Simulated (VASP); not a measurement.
**Ni2H: single point with PBEsol**

Ni2H:

```
Ni H
1.0
     2.64300    0.00000    0.00000
    -1.32150    2.28891    0.00000
     0.00000    0.00000    4.30800
Ni H
2 1
Direct
  0.33333 0.66667 0.26100
  0.66667 0.33333 0.79600
  0.00000 0.00000 0.02800
```

```yaml
Program: VASP 6.6.1
Task: single point
Functional: PBEsol
Potentials_or_basis: VASP PAW PBE potentials, release 64 (Ni, H)
Cutoff: 520 eV
k_mesh: 12 × 12 × 6
Occupations: fermi-dirac, width 0.05 eV
Spin: collinear spin, ferromagnetic start
Starting_moments: "[0.2, 0.2, 0.0] μB"
```

| Quantity | Value |
| --- | --- |
| Pressure | -16.8 GPa |
| Largest force | 1.063 eV/Å |
| Net moment | 0.51 μB per cell |
| Site moments | Ni +0.26; H -0.00 μB |
| Valence electrons inside the program's atomic spheres | Ni 9.25; H 0.53 |

Forces on the atoms (eV/Å):
```
Ni   0.000  0.000  1.060
Ni   0.000  0.000 -1.063
H    0.000  0.000  0.003
```

Stress tensor (GPa, compression positive):
```
-17.29   0.00   0.00
  0.00 -17.29   0.00
  0.00   0.00 -15.81
```

Levels at points of the mesh, in eV from the Fermi level:
Spin up:
```tsv
k point	band 9	band 10	band 11	band 12	band 13	band 14
(0.00, 0.00, 0.00)	-1.21	-1.21	-0.45	-0.45	4.18	13.56
(0.50, 0.00, 0.00)	-0.35	-0.23	0.34	2.06	7.52	7.66
(0.00, 0.00, 0.50)	-0.82	-0.82	-0.56	-0.56	9.02	12.45
(0.50, 0.00, 0.50)	-0.37	-0.29	-0.09	0.87	4.77	5.14
```
Spin down:
| k point | band 6 | band 7 | band 8 | band 9 | band 10 | band 11 | band 12 | band 13 | band 14 | band 15 |
| --- | --- | --- | --- | --- | --- | --- | --- | --- | --- | --- |
| (0.00, 0.00, 0.00) | -1.42 | -1.35 | -1.35 | -0.96 | -0.96 | -0.16 | -0.16 | 4.35 | 13.55 | 20.79 |
| (0.50, 0.00, 0.00) | -1.62 | -1.24 | -0.12 | -0.09 | 0.09 | 0.60 | 2.23 | 7.57 | 7.74 | 7.88 |
| (0.00, 0.00, 0.50) | -1.72 | -1.56 | -1.56 | -0.57 | -0.57 | -0.26 | -0.26 | 9.05 | 12.52 | 15.19 |
| (0.50, 0.00, 0.50) | -1.03 | -0.65 | -0.63 | -0.09 | 0.01 | 0.17 | 0.97 | 4.89 | 5.29 | 12.69 |

Wall time 2.3 min on 1 thread of Oxide Virtual Turin-like Processor (shared host), peak memory 0.17 GiB.

Caveat: the cell stands under tension; the PAW data sets were made with another functional, which shifts forces and pressure a little.
